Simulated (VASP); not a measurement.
# AgRh (P-6m2) in VASP: notebook

Runs on AgRh. Level: PBEsol. Tasks: single point.

Everything below comes from runs of VASP 6.6.1. Logs are shortened: lines on timing, memory, paths and dates and some standing lists are left out, and cuts for length are marked.

## Step 1: The cell of the first run

Symmetry: P-6m2, No. 187, hexagonal system. The conventional cell has a = 2.759 Å, b = 2.759 Å, c = 4.776 Å, α = 90.00°, β = 90.00°, γ = 120.00°. Within 3.6 Å of Ag (site symmetry -6m2) lie 6 Ag at 2.76 Å and 6 Rh at 2.87 Å. Rh (site symmetry -6m2) has 6 Rh at 2.76 Å and 6 Ag at 2.87 Å within 3.6 Å.

## Step 2: Single point, PBEsol

Contents of INCAR:

```
SYSTEM = AgRh
PREC = Accurate ; ENCUT = 520
EDIFF = 1E-6 ; ISMEAR = -1
SIGMA = 0.05 ; LREAL = .FALSE.
LASPH = .TRUE. ; NELM = 60
ALGO = Normal ; ISIF = 2
LWAVE = .FALSE. ; LCHARG = .FALSE.
GGA = PS ; NBANDS = 20
```

Contents of KPOINTS:

```
regular mesh
0
G
  11 11 6
  0 0 0
```

Contents of POSCAR:

```
AgRh
1.0
    2.7589461066      0.0000000000      0.0000000000
   -1.3794730533      2.3893174160      0.0000000000
    0.0000000000      0.0000000000      4.7763285309
Ag Rh
1 1
Direct
    0.0000000000      0.0000000000      0.5000000000
    0.6666666667      0.3333333333      0.0000000000
```

Potentials or basis: VASP PAW PBE potentials, release 64 (Ag, Rh_pv).

Started as:

```
> cat potpaw_PBE.64/Ag/POTCAR potpaw_PBE.64/Rh_pv/POTCAR > POTCAR
> mpirun -np 1 vasp_std > vasp.out
```

OUTCAR:

```text
SYSTEM = AgRh
   PREC = Accurate
   ENCUT = 520
   EDIFF = 1E-6
   ISMEAR = -1
   LREAL = .FALSE.
   LASPH = .TRUE.
   NELM = 60
   ISIF = 2
   GGA = PS

 ion  position               nearest neighbor table
   1  0.000  0.000  0.500-   2 2.87   2 2.87   2 2.87   2 2.87   2 2.87   2 2.87
   2  0.667  0.333  0.000-   1 2.87   1 2.87   1 2.87   1 2.87   1 2.87   1 2.87

  LATTYP: Found a hexagonal cell.
 ALAT       =     2.7589461066
 C/A-ratio  =     1.7312148720

  Lattice vectors:

 A1 = (   2.7589461066,   0.0000000000,   0.0000000000)
 A2 = (  -1.3794730533,   2.3893174160,   0.0000000000)
 A3 = (   0.0000000000,   0.0000000000,   4.7763285309)

Analysis of symmetry for initial positions (statically):
=====================================================================
 Subroutine PRICEL returns:
 Original cell was already a primitive cell.

 Routine SETGRP: Setting up the symmetry group for a
 hexagonal supercell.

 Subroutine GETGRP returns: Found 12 space group operations
 (whereof 12 operations were pure point group operations)
 out of a pool of 24 trial point group operations.

The static configuration has the point symmetry D_3h.

Analysis of symmetry for dynamics (positions and initial velocities):
=====================================================================
 Subroutine PRICEL returns:
 Original cell was already a primitive cell.

 Routine SETGRP: Setting up the symmetry group for a
 hexagonal supercell.

 Subroutine GETGRP returns: Found 12 space group operations
 (whereof 12 operations were pure point group operations)
 out of a pool of 24 trial point group operations.

The dynamic configuration has the point symmetry D_3h.

 Subroutine INISYM returns: Found 12 space group operations
 (whereof 12 operations are pure point group operations),
 and found     1 'primitive' translations

----------------------------------------------------------------------------------------

                                     Primitive cell

  volume of cell :      31.4855

  direct lattice vectors                    reciprocal lattice vectors
     2.758946107  0.000000000  0.000000000     0.362457243  0.209264787  0.000000000
    -1.379473053  2.389317416  0.000000000     0.000000000  0.418529574  0.000000000
     0.000000000  0.000000000  4.776328531     0.000000000  0.000000000  0.209365833

  length of vectors
     2.758946107  2.758946107  4.776328531     0.418529574  0.418529574  0.209365833

  position of ions in fractional coordinates (direct lattice)
     0.000000000  0.000000000  0.500000000
     0.666666667  0.333333333  0.000000000

  ion indices of the primitive-cell ions
   primitive index   ion index
                 1           1
                 2           2

----------------------------------------------------------------------------------------

 KPOINTS: regular mesh

Automatic generation of k-mesh.
 Grid dimensions read from file:
 generate k-points for:   11   11    6

 Generating k-lattice:

  Cartesian coordinates                     Fractional coordinates (reciprocal lattice)
     0.032950658  0.019024072  0.000000000     0.090909091 -0.000000000  0.000000000
     0.000000000  0.038048143  0.000000000     0.000000000  0.090909091  0.000000000
     0.000000000  0.000000000  0.034894305     0.000000000  0.000000000  0.166666667

  Length of vectors
     0.038048143  0.038048143  0.034894305

  Shift w.r.t. Gamma in fractional coordinates (k-lattice)
     0.000000000  0.000000000  0.000000000

 Subroutine IBZKPT returns following result:
 ===========================================

 Found     64 irreducible k-points:

 Following reciprocal coordinates:
            Coordinates               Weight
  0.000000  0.000000  0.000000      1.000000
  0.090909  0.000000  0.000000      6.000000
  0.181818  0.000000  0.000000      6.000000
  0.272727  0.000000  0.000000      6.000000
  0.363636 -0.000000  0.000000      6.000000
  0.454545 -0.000000  0.000000      6.000000
[... 16 lines left out ...]
  0.090909  0.090909  0.166667     12.000000
  0.181818  0.090909  0.166667     24.000000
 [... further k-points ...]
   k-points           NKPTS =     64   k-points in BZ     NKDIM =     64   number of bands    NBANDS=     20
   number of dos      NEDOS =    301   number of ions     NIONS =      2
   total plane-waves  NPLWV =  20736
   dimension x,y,z NGX =    24 NGY =   24 NGZ =   36
   dimension x,y,z NGXF=    48 NGYF=   48 NGZF=   72
   ions per type =               1   1
   NGX,Y,Z   is equivalent  to a cutoff of  14.46, 14.46, 12.53 a.u.
   NGXF,Y,Z  is equivalent  to a cutoff of  28.92, 28.92, 25.06 a.u.
 SYSTEM =  AgRh
   PREC   = accura    normal or accurate (medium, high low for compatibility)
   ISTART =      0    job   : 0-new  1-cont  2-samecut
   ICHARG =      2    charge: 1-file 2-atom 10-const
   ISPIN  =      1    spin polarized calculation?
   LNONCOLLINEAR =      F non collinear calculations
   LSORBIT =      F    spin-orbit coupling
   LASPH  =      T    aspherical Exc in radial PAW
   ENCUT  =  520.0 eV  38.22 Ry    6.18 a.u.   5.13  5.13  8.88*2*pi/ulx,y,z
   NELM   =     60;   NELMIN=  2; NELMDL= -5     # of ELM steps
   EDIFF  = 0.1E-05   stopping-criterion for ELM
   LREAL  =      F    real-space projection
   EDIFFG = 0.1E-04   stopping-criterion for IOM
   NSW    =      0    number of steps for IOM
   IBRION =     -1    ionic relax: 0-MD 1-quasi-New 2-CG
   NFREE  =      0    steps in history (QN), initial steepest desc. (CG)
   ISIF   =      2    stress and relaxation
   ISYM   =      2    0-nonsym 1-usesym 2-fastsym
   POTIM  = 0.5000    time-step for ionic-motion
   TEBEG  =    0.0;   TEEND  =   0.0 temperature during run
   PSTRESS=    0.0 pullay stress
   NELECT =      26.0000    total number of electrons
   NUPDOWN=      -1.0000    fix difference up-down
   EMIN   =  10.00;   EMAX   =-10.00  energy-range for DOS
   EFERMI =   0.00;   METHOD = LEGACY
   ISMEAR =    -1;   SIGMA  =   0.05  broadening in eV -4-tet -1-fermi 0-gaus
   EFERMI_NEDOS =   21; number of points for ismear=-14 and -15
   IALGO  =     38    algorithm
   IMIX   =      4    mixing-type and parameters
     AMIX     =   0.40;   BMIX     =  1.00
     AMIX_MAG =   1.60;   BMIX_MAG =  1.00
  volume/ion in A,a.u.               =      15.74       106.24
  Fermi-wavevector in a.u.,A,eV,Ry     =   1.535897  2.902425 32.095881  2.358981
  Thomas-Fermi vector in A             =   2.642622
   LORBIT       =      0    0 simple, 1 ext, 2 COOP (PROOUT), +10 PAW based schemes
   GGA     = PS    functional components
   LHFCALC =     F    Hartree Fock is set to
   AEXX    =    0.0000 exact exchange contribution
   IVDW    =     0    specifies the selected vdW correction
   LEPSILON=     F    determine dielectric tensor
   LRPA    =     F    only Hartree local field effects (RPA)
 non-spin polarized calculation
  energy-cutoff  :      520.00
  volume of cell :       31.49
 maximum number of plane-waves:       860
 NGX is ok and might be reduce to    24
   NGX = 11   NGY = 11   NGZ = 17

 number of electron      25.9999997 magnetization

 Free energy of the ion-electron system (eV)
  ---------------------------------------------------
  ext. energy  EPLUGINS =         0.00000000
  ---------------------------------------------------
  free energy    TOTEN  =       -10.86890007 eV

  energy without entropy =      -10.84413622  energy(sigma->0) =      -10.85651814

 E-fermi :   8.9403     XC(G=0): -13.1130

 val. band max:        8.9143844987   @ k =   0.0909   0.0909   0.3333
 cond. band min:       8.9566854795   @ k =   0.2727   0.0000   0.0000
 fundamental gap:      0.0423009808
 Fermi energy:         8.9403007299

 k-point     1 :       0.0000    0.0000    0.0000
  band No.  band energies     occupation
      1     -36.7026      2.00000
      2     -36.6891      2.00000
      3     -36.6891      2.00000
      4       1.5822      2.00000
      5       3.0996      2.00000
      6       4.6558      2.00000
[... 12 lines left out ...]
     19      27.7927      0.00000
     20      30.4262      0.00000

 k-point     2 :       0.0909    0.0000    0.0000
  band No.  band energies     occupation
      1     -36.7239      2.00000
      2     -36.6980      2.00000
      3     -36.6974      2.00000
      4       1.8466      2.00000
      5       3.2590      2.00000
      6       4.5489      2.00000
[... 12 lines left out ...]
     19      27.3819      0.00000
     20      28.8508      0.00000

 k-point     3 :       0.1818    0.0000    0.0000
  band No.  band energies     occupation
      1     -36.8167      2.00000
      2     -36.7198      2.00000
      3     -36.6856      2.00000
      4       2.5551      2.00000
      5       3.5970      2.00000
      6       4.4142      2.00000
[... 12 lines left out ...]
     19      27.2310      0.00000
     20      27.2594      0.00000

 k-point     4 :       0.2727    0.0000    0.0000
  band No.  band energies     occupation
      1     -36.9367      2.00000
      2     -36.7490      2.00000
      3     -36.6692      2.00000
      4       3.1623      2.00000
      5       3.8330      2.00000
      6       4.3612      2.00000
[... 12 lines left out ...]
     19      25.2948      0.00000
     20      26.9574      0.00000

 k-point     5 :       0.3636   -0.0000    0.0000
  band No.  band energies     occupation
      1     -37.0457      2.00000
      2     -36.7757      2.00000
      3     -36.6542      2.00000
      4       3.0527      2.00000
      5       3.8704      2.00000
      6       4.1178      2.00000
[... 12 lines left out ...]
     19      23.2989      0.00000
     20      24.0444      0.00000
[... 353 lines left out ...]
      6       4.3743      2.00000
[... 12 lines left out ...]
     19      23.3015      0.00000
     20      24.8786      0.00000

 k-point    22 :       0.4545   -0.0000    0.1667
  band No.  band energies     occupation
      1     -37.1098      2.00000
      2     -36.7916      2.00000
      3     -36.6452      2.00000
      4       2.9046      2.00000
      5       3.4665      2.00000
      6       4.3850      2.00000
[... 12 lines left out ...]
     19      22.3666      0.00000
     20      22.7500      0.00000

 k-point    23 :       0.0909    0.0909    0.1667
  band No.  band energies     occupation
      1     -36.7855      2.00000
      2     -36.7149      2.00000
      3     -36.6898      2.00000
      4       2.5192      2.00000
      5       3.5834      2.00000
      6       4.3653      2.00000
[... 12 lines left out ...]
     19      26.6291      0.00000
     20      27.4392      0.00000

 k-point    24 :       0.1818    0.0909    0.1667
  band No.  band energies     occupation
      1     -36.8867      2.00000
      2     -36.7460      2.00000
      3     -36.6753      2.00000
      4       3.2446      2.00000
      5       3.8681      2.00000
      6       4.2983      2.00000
[... 12 lines left out ...]
     19      25.7699      0.00000
     20      26.9399      0.00000

 [... further k-points ...]

------------------------ aborting loop because EDIFF is reached ----------------------------------------

  FORCE on cell =-STRESS in cart. coord.  units (eV):
  Direction    XX          YY          ZZ          XY          YZ          ZX
  --------------------------------------------------------------------------------------
  -------------------------------------------------------------------------------------
  Total       -1.5248213     -1.5248213     -1.6546417      0.0000000     -0.0000000      0.0000000
  in kB      -77.5922354    -77.5922354    -84.1982940      0.0000000     -0.0000000      0.0000000
  external PRESSURE =     -79.7942549 kB  Pullay stress =       0.0000000 kB

 VOLUME and BASIS-vectors are now :
 -----------------------------------------------------------------------------
  energy-cutoff  :      520.00
  volume of cell :       31.49
      direct lattice vectors                 reciprocal lattice vectors
     2.758946107  0.000000000  0.000000000     0.362457243  0.209264787  0.000000000
    -1.379473053  2.389317416  0.000000000     0.000000000  0.418529574  0.000000000
     0.000000000  0.000000000  4.776328531     0.000000000  0.000000000  0.209365833

 POSITION                                       TOTAL-FORCE (eV/Angst)
 -----------------------------------------------------------------------------------
      0.00000      0.00000      2.38816        -0.000000      0.000000      0.000000
      1.37947      0.79644      0.00000         0.000000     -0.000000      0.000000
 -----------------------------------------------------------------------------------
    total drift:                               -0.000000      0.000000      0.000000

  FREE ENERGIE OF THE ION-ELECTRON SYSTEM (eV)
  ---------------------------------------------------
  free  energy   TOTEN  =       -10.8689000706 eV

  energy  without entropy=      -10.8441362184  energy(sigma->0) =      -10.85651814
```

Wall time 24 s (1 thread of AMD EPYC 7R13 (Zen 3), shared host); peak memory 0.15 GiB.

Results:

```yaml
Free_energy: -10.8689 eV
Pressure: -8.0 GPa
Band_gap_on_the_k_mesh: zero (band 13 reaches 10.03 eV, above the bottom of band 14 at 8.67 eV)
```

Stress tensor (GPa, compression positive):
```
-7.76  0.00  0.00
 0.00 -7.76  0.00
 0.00  0.00 -8.42
```

Caveat: the PAW data sets were made with another functional, which shifts forces and pressure a little.

(Continued in part 2 of 2.)
